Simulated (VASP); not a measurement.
Wanted: the native input for a VASP 6.6.1 run.

| Quantity | Value |
| --- | --- |
| Task | single point |
| Functional | r2SCAN |
| Potentials or basis | VASP PAW PBE potentials, release 64 (Pt, Se) |
| Cutoff | 520 eV |
| k mesh | 12 × 12 × 1 |
| Occupations | gaussian, width 0.01 eV |
| Spin | no spin polarisation |
| Dipole correction | no |
| Further INCAR settings | ALGO = Normal; EDIFF = 1e-06; NBANDS = 18 |

System: PtSe2, a sheet with vacuum.

```
CELL_PARAMETERS angstrom
3.73000 0.00000 0.00000
-1.86500 3.23027 0.00000
0.00000 0.00000 18.00000
ATOMIC_POSITIONS crystal
Pt 0.00000 0.00000 0.50000
Se 0.33333 0.66667 0.57056
Se 0.66667 0.33333 0.42944
```

These files were run (other wordings do the same):

POSCAR

```
PtSe2
1.0
    3.7300000000      0.0000000000      0.0000000000
   -1.8650000000      3.2302747561      0.0000000000
    0.0000000000      0.0000000000     18.0000000000
Pt Se
1 2
Direct
    0.0000000000      0.0000000000      0.5000000000
    0.3333333333      0.6666666667      0.5705555556
    0.6666666667      0.3333333333      0.4294444444
```

INCAR.step1

```
  PREC = Accurate
  ENCUT = 520
  ISMEAR = 0
  SIGMA = 0.01
  LREAL = F
  LASPH = T
  NELM = 60
  NBANDS = 18
  GGA = PE
  ALGO = Normal
  EDIFF = 1E-4
  LWAVE = T
  LCHARG = F
```

INCAR.step2

```
  PREC = Accurate
  ENCUT = 520
  EDIFF = 1E-6
  ISMEAR = 0
  SIGMA = 0.01
  LREAL = F
  LASPH = T
  NELM = 60
  ALGO = Normal
  ISIF = 2
  LWAVE = F
  LCHARG = F
  METAGGA = R2SCAN
  LMIXTAU = T
  NBANDS = 18
  ISTART = 1
```

KPOINTS

```
regular mesh
0
Gamma
  12 12 1
```

Potentials or basis: VASP PAW PBE potentials, release 64 (Pt, Se).

Command:

```sh
$ cat potpaw_PBE.64/Pt/POTCAR potpaw_PBE.64/Se/POTCAR > POTCAR
$ cp INCAR.step1 INCAR
$ mpirun -np 1 vasp_std > vasp.out
$ cp INCAR.step2 INCAR
$ mpirun -np 1 vasp_std > vasp.out
```

It gave:

```
Largest force          : 0.436 eV/Å
Band gap on the k mesh : 1.62 eV (least direct gap 1.75 eV)
```

Caveat: the PAW data sets were made with another functional, which shifts forces and pressure a little; spin-orbit coupling is left out, which moves the levels of the heavy elements.

Run time: 4.1 min on 1 thread of Intel(R) Xeon(R) Platinum 8375C CPU @ 2.90GHz (Ice Lake), on a shared host, peak memory 0.4 GiB.
